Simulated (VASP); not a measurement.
# BN in VASP: notebook

BN is run at these levels: PBE+D3(BJ); tasks: single point.

Everything below comes from runs of VASP 6.6.1. Logs are shortened: lines on timing, memory, paths and dates and some standing lists are left out, and cuts for length are marked.

### 1 The cell of the first run

It takes space group P3m1 (No. 156, trigonal). The conventional cell has a = 2.506 Å, b = 2.506 Å, c = 6.597 Å, α = 90.00°, β = 90.00°, γ = 120.00°. B (site symmetry 3m) has 3 N at 1.45 Å within 1.9 Å. B (site symmetry 3m) has 3 N at 1.45 Å within 1.9 Å. Within 1.9 Å of N (site symmetry 3m) lie 3 B at 1.45 Å. Within 1.9 Å of N (site symmetry 3m) lie 3 B at 1.45 Å.

### 2 Single point, PBE+D3(BJ) (atom 1 (B) moved by +0.000 Å along [1 2 0] and -0.096 Å along [0 0 1])

INCAR reads:

```
PREC = Accurate
ENCUT = 520
EDIFF = 1E-6
ISMEAR = 0
SIGMA = 0.05
LREAL = F
LASPH = T
NELM = 60
ALGO = Normal
ISIF = 2
LWAVE = F
LCHARG = F
GGA = PE
IVDW = 12
NBANDS = 16
```

KPOINTS reads:

```
regular mesh
0
Gamma
  12 12 4
```

POSCAR reads:

```
BN
1.0
    2.5061233057      0.0000000000      0.0000000000
   -1.2530616528      2.1703664477      0.0000000000
    0.0000000000      0.0000000000      6.5973571420
B N
2 2
Direct
    0.0000000000      0.0000000000      0.4854487186
    0.3333333333      0.6666666667      0.0000000000
    0.0000000000      0.0000000000      0.0000000000
    0.6666666667      0.3333333333      0.5000000000
```

Potentials or basis: VASP PAW PBE potentials, release 64 (B, N).

On the command line:

```bash
$ cat potpaw_PBE.64/B/POTCAR potpaw_PBE.64/N/POTCAR > POTCAR
$ mpirun -np 1 vasp_std > vasp.out
```

OUTCAR:

```text
PREC = Accurate
   ENCUT = 520
   EDIFF = 1E-6
   ISMEAR = 0
   LREAL = F
   LASPH = T
   NELM = 60
   ISIF = 2
   GGA = PE
   IVDW = 12
 IVDW          = 12

 ion  position               nearest neighbor table
   1  0.000  0.000  0.485-   4 1.45   4 1.45   4 1.45
   2  0.333  0.667  0.000-   3 1.45   3 1.45   3 1.45
   3  0.000  0.000  0.000-   2 1.45   2 1.45   2 1.45
   4  0.667  0.333  0.500-   1 1.45   1 1.45   1 1.45

  LATTYP: Found a hexagonal cell.
 ALAT       =     2.5061233057
 C/A-ratio  =     2.6324950281

  Lattice vectors:

 A1 = (   2.5061233057,   0.0000000000,   0.0000000000)
 A2 = (  -1.2530616528,   2.1703664477,   0.0000000000)
 A3 = (   0.0000000000,   0.0000000000,   6.5973571420)

Analysis of symmetry for initial positions (statically):
=====================================================================
 Subroutine PRICEL returns:
 Original cell was already a primitive cell.

 Routine SETGRP: Setting up the symmetry group for a
 hexagonal supercell.

 Subroutine GETGRP returns: Found  6 space group operations
 (whereof  6 operations were pure point group operations)
 out of a pool of 24 trial point group operations.

The static configuration has the point symmetry C_3v.

Analysis of symmetry for dynamics (positions and initial velocities):
=====================================================================
 Subroutine PRICEL returns:
 Original cell was already a primitive cell.

 Routine SETGRP: Setting up the symmetry group for a
 hexagonal supercell.

 Subroutine GETGRP returns: Found  6 space group operations
 (whereof  6 operations were pure point group operations)
 out of a pool of 24 trial point group operations.

The dynamic configuration has the point symmetry C_3v.

 Subroutine INISYM returns: Found  6 space group operations
 (whereof  6 operations are pure point group operations),
 and found     1 'primitive' translations

----------------------------------------------------------------------------------------

                                     Primitive cell

  volume of cell :      35.8844

  direct lattice vectors                    reciprocal lattice vectors
     2.506123306  0.000000000  0.000000000     0.399022665  0.230375843  0.000000000
    -1.253061653  2.170366448  0.000000000     0.000000000  0.460751686  0.000000000
     0.000000000  0.000000000  6.597357142     0.000000000  0.000000000  0.151575847

  length of vectors
     2.506123306  2.506123306  6.597357142     0.460751686  0.460751686  0.151575847

  position of ions in fractional coordinates (direct lattice)
     0.000000000  0.000000000  0.485448719
     0.333333333  0.666666667  0.000000000
     0.000000000  0.000000000  0.000000000
     0.666666667  0.333333333  0.500000000

  ion indices of the primitive-cell ions
   primitive index   ion index
                 1           1
                 2           2
                 3           3
                 4           4

----------------------------------------------------------------------------------------

 KPOINTS: regular mesh

Automatic generation of k-mesh.
 Grid dimensions read from file:
 generate k-points for:   12   12    4

 Generating k-lattice:

  Cartesian coordinates                     Fractional coordinates (reciprocal lattice)
     0.033251889  0.019197987  0.000000000     0.083333333 -0.000000000  0.000000000
     0.000000000  0.038395974  0.000000000     0.000000000  0.083333333  0.000000000
     0.000000000  0.000000000  0.037893962     0.000000000  0.000000000  0.250000000

  Length of vectors
     0.038395974  0.038395974  0.037893962

  Shift w.r.t. Gamma in fractional coordinates (k-lattice)
     0.000000000  0.000000000  0.000000000

 Subroutine IBZKPT returns following result:
 ===========================================

 Found     69 irreducible k-points:

 Following reciprocal coordinates:
            Coordinates               Weight
  0.000000  0.000000  0.000000      1.000000
  0.083333  0.000000  0.000000      6.000000
  0.166667  0.000000  0.000000      6.000000
  0.250000  0.000000  0.000000      6.000000
  0.333333  0.000000  0.000000      6.000000
  0.416667  0.000000  0.000000      6.000000
[... 16 lines left out ...]
  0.166667  0.000000  0.250000      6.000000
  0.000000  0.166667  0.250000      6.000000
 [... further k-points ...]
   k-points           NKPTS =     69   k-points in BZ     NKDIM =     69   number of bands    NBANDS=     16
   number of dos      NEDOS =    301   number of ions     NIONS =      4
   total plane-waves  NPLWV =  20000
   dimension x,y,z NGX =    20 NGY =   20 NGZ =   50
   dimension x,y,z NGXF=    40 NGYF=   40 NGZF=  100
   ions per type =               2   2
   NGX,Y,Z   is equivalent  to a cutoff of  13.27, 13.27, 12.60 a.u.
   NGXF,Y,Z  is equivalent  to a cutoff of  26.53, 26.53, 25.20 a.u.
 SYSTEM =  unknown system
   PREC   = accura    normal or accurate (medium, high low for compatibility)
   ISTART =      0    job   : 0-new  1-cont  2-samecut
   ICHARG =      2    charge: 1-file 2-atom 10-const
   ISPIN  =      1    spin polarized calculation?
   LNONCOLLINEAR =      F non collinear calculations
   LSORBIT =      F    spin-orbit coupling
   LASPH  =      T    aspherical Exc in radial PAW
   ENCUT  =  520.0 eV  38.22 Ry    6.18 a.u.   4.66  4.66 12.27*2*pi/ulx,y,z
   NELM   =     60;   NELMIN=  2; NELMDL= -5     # of ELM steps
   EDIFF  = 0.1E-05   stopping-criterion for ELM
   LREAL  =      F    real-space projection
   EDIFFG = 0.1E-04   stopping-criterion for IOM
   NSW    =      0    number of steps for IOM
   IBRION =     -1    ionic relax: 0-MD 1-quasi-New 2-CG
   NFREE  =      0    steps in history (QN), initial steepest desc. (CG)
   ISIF   =      2    stress and relaxation
   ISYM   =      2    0-nonsym 1-usesym 2-fastsym
   POTIM  = 0.5000    time-step for ionic-motion
   TEBEG  =    0.0;   TEEND  =   0.0 temperature during run
   PSTRESS=    0.0 pullay stress
   NELECT =      16.0000    total number of electrons
   NUPDOWN=      -1.0000    fix difference up-down
   EMIN   =  10.00;   EMAX   =-10.00  energy-range for DOS
   EFERMI =   0.00;   METHOD = LEGACY
   ISMEAR =     0;   SIGMA  =   0.05  broadening in eV -4-tet -1-fermi 0-gaus
   EFERMI_NEDOS =   21; number of points for ismear=-14 and -15
   IALGO  =     38    algorithm
   IMIX   =      4    mixing-type and parameters
     AMIX     =   0.40;   BMIX     =  1.00
     AMIX_MAG =   1.60;   BMIX_MAG =  1.00
  volume/ion in A,a.u.               =       8.97        60.54
  Fermi-wavevector in a.u.,A,eV,Ry     =   1.250680  2.363443 21.282251  1.564201
  Thomas-Fermi vector in A             =   2.384663
   LORBIT       =      0    0 simple, 1 ext, 2 COOP (PROOUT), +10 PAW based schemes
   GGA     = PE    functional components
   LHFCALC =     F    Hartree Fock is set to
   AEXX    =    0.0000 exact exchange contribution
   IVDW    =    12    specifies the selected vdW correction
   LEPSILON=     F    determine dielectric tensor
   LRPA    =     F    only Hartree local field effects (RPA)
 non-spin polarized calculation
 Gauss-broadening in eV      SIGMA  =   0.05
  energy-cutoff  :      520.00
  volume of cell :       35.88
 maximum number of plane-waves:       985
 NGX is ok and might be reduce to    20
   NGX =  9   NGY =  9   NGZ = 25

 number of electron      15.9999998 magnetization

 Free energy of the ion-electron system (eV)
  ---------------------------------------------------
  ext. energy  EPLUGINS =         0.00000000
  ---------------------------------------------------
  free energy    TOTEN  =       -35.08911218 eV

  energy without entropy =      -35.08911218  energy(sigma->0) =      -35.08911218

 E-fermi :   2.6287     XC(G=0): -10.1230

 val. band max:        2.3781109798   @ k =   0.3333   0.3333   0.5000
 cond. band min:       6.6860891922   @ k =   0.5000   0.0000   0.0000
 fundamental gap:      4.3079782124
 Fermi energy:         2.6287241777

 k-point     1 :       0.0000    0.0000    0.0000
  band No.  band energies     occupation
      1     -15.4949      2.00000
      2     -15.1443      2.00000
      3      -3.9206      2.00000
      4      -1.7143      2.00000
      5       0.9148      2.00000
      6       0.9148      2.00000
[... 8 lines left out ...]
     15      14.5277      0.00000
     16      15.4825      0.00000

 k-point     2 :       0.0833    0.0000    0.0000
  band No.  band energies     occupation
      1     -15.3592      2.00000
      2     -15.0127      2.00000
      3      -3.7337      2.00000
      4      -1.5497      2.00000
      5       0.3554      2.00000
      6       0.5717      2.00000
[... 8 lines left out ...]
     15      14.7107      0.00000
     16      15.3269      0.00000

 k-point     3 :       0.1667    0.0000    0.0000
  band No.  band energies     occupation
      1     -14.9595      2.00000
      2     -14.6254      2.00000
      3      -3.1798      2.00000
      4      -1.0891      2.00000
      5      -1.0529      2.00000
      6      -0.8239      2.00000
[... 8 lines left out ...]
     15      16.1429      0.00000
     16      16.2863      0.00000

 k-point     4 :       0.2500    0.0000    0.0000
  band No.  band energies     occupation
      1     -14.3229      2.00000
      2     -14.0099      2.00000
      3      -2.8487      2.00000
      4      -2.6426      2.00000
      5      -2.2743      2.00000
      6      -0.7009      2.00000
[... 8 lines left out ...]
     15      17.7931      0.00000
     16      18.2649      0.00000
[... 324 lines left out ...]
 k-point    22 :       0.0000    0.0833    0.2500
  band No.  band energies     occupation
      1     -15.3245      2.00000
      2     -15.0525      2.00000
      3      -3.4739      2.00000
      4      -1.9412      2.00000
      5       0.3581      2.00000
      6       0.5739      2.00000
[... 8 lines left out ...]
     15      14.7356      0.00000
     16      15.3199      0.00000

 k-point    23 :       0.1667    0.0000    0.2500
  band No.  band energies     occupation
      1     -14.9271      2.00000
      2     -14.6625      2.00000
      3      -2.9294      2.00000
      4      -1.4762      2.00000
      5      -1.0355      2.00000
      6      -0.8192      2.00000
[... 8 lines left out ...]
     15      16.0131      0.00000
     16      16.1390      0.00000

 k-point    24 :       0.0000    0.1667    0.2500
  band No.  band energies     occupation
      1     -14.9271      2.00000
      2     -14.6625      2.00000
      3      -2.9307      2.00000
      4      -1.4671      2.00000
      5      -1.0405      2.00000
      6      -0.8227      2.00000
[... 8 lines left out ...]
     15      16.0195      0.00000
     16      16.1318      0.00000

 [... further k-points ...]

------------------------ aborting loop because EDIFF is reached ----------------------------------------

 Edisp (eV)   -0.56848

 E8    (eV) :    -0.1667

  FORCE on cell =-STRESS in cart. coord.  units (eV):
  Direction    XX          YY          ZZ          XY          YZ          ZX
  --------------------------------------------------------------------------------------
  -------------------------------------------------------------------------------------
  Total       0.00702     0.00702    -0.17699     0.00000    -0.00000     0.00000
  in kB       0.31345     0.31345    -7.90234     0.00000    -0.00000     0.00000
  external pressure =       -2.43 kB  Pullay stress =        0.00 kB

 VOLUME and BASIS-vectors are now :
 -----------------------------------------------------------------------------
  energy-cutoff  :      520.00
  volume of cell :       35.88
      direct lattice vectors                 reciprocal lattice vectors
     2.506123306  0.000000000  0.000000000     0.399022665  0.230375843  0.000000000
    -1.253061653  2.170366448  0.000000000     0.000000000  0.460751686  0.000000000
     0.000000000  0.000000000  6.597357142     0.000000000  0.000000000  0.151575847

 POSITION                                       TOTAL-FORCE (eV/Angst)
 -----------------------------------------------------------------------------------
      0.00000      0.00000      3.20268         0.000000      0.000000      1.281424
     -0.00000      1.44691      0.00000        -0.000000     -0.000000     -0.086290
      0.00000      0.00000      0.00000        -0.000000      0.000000      0.073027
      1.25306      0.72346      3.29868        -0.000000      0.000000     -1.268160
 -----------------------------------------------------------------------------------
    total drift:                                0.000000     -0.000000      0.000260

  FREE ENERGIE OF THE ION-ELECTRON SYSTEM (eV)
  ---------------------------------------------------
  free  energy   TOTEN  =       -35.6575931721 eV

  energy  without entropy=      -35.6575931721  energy(sigma->0) =      -35.65759317
```

It took 46 s on 1 thread of Intel Xeon 8259CL, shared host; peak memory 0.18 GiB.

Results:

* Free energy: -35.6576 eV
* Pressure: -0.2 GPa
* Largest force: 1.281 eV/Å
* Band gap on the k mesh: 4.31 eV (least direct gap 4.43 eV)
* Dispersion energy per atom: -0.142 eV

Forces on the atoms (eV/Å):
```
B    0.000  0.000  1.281
B    0.000  0.000 -0.086
N    0.000  0.000  0.073
N    0.000  0.000 -1.268
```

Caveat: the cell differs from its parent crystal (atom 1 (B) moved by +0.000 Å along [1 2 0] and -0.096 Å along [0 0 1]); forces of over 1 eV/Å act on the atoms, so gaps and moduli don't describe the material at rest. A k mesh can miss the band edges.

(Part 1 of 2 ends here.)
